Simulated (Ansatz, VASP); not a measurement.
# One calculation of Rh, two programs

```
Rh
1.0
     2.68264    0.00000    0.00000
    -1.34132    2.32324    0.00000
     0.00000    0.00000    8.73121
Rh
4
Direct
  0.00000 0.00000 0.00000
  0.33333 0.66667 0.25000
  0.00000 0.00000 0.50000
  0.66667 0.33333 0.75000
```

Alike in both runs: functional r2SCAN; dispersion D4; k mesh 9 × 9 × 3; no spin polarisation.

Ansatz relaxed the structure, and its values are those at the end. VASP's run is a single point on that final structure, the one shown.

|  | VASP | Ansatz |
| --- | --- | --- |
| version | VASP 6.6.1 | Ansatz 0.2.0 |
| potentials or method | VASP PAW PBE potentials, release 64 (Rh_pv) | plane waves, PAW |
| plane-wave cutoff (eV) | 520 | 500 |
| occupations | methfessel-paxton of order 1, width 0.1 eV | cold, width 0.1 eV |
| valence electrons in the cell | 60 | 68 |

|  | VASP | Ansatz | Ansatz less VASP |
| --- | --- | --- | --- |
| pressure (GPa) | 1.3 | 0.0 | -1.28 |

VASP's potentials were made for PBE, not for r2SCAN. VASP's potentials hold 60 valence electrons a cell and Ansatz's 68, so a difference there can come from the potentials and not from the codes.
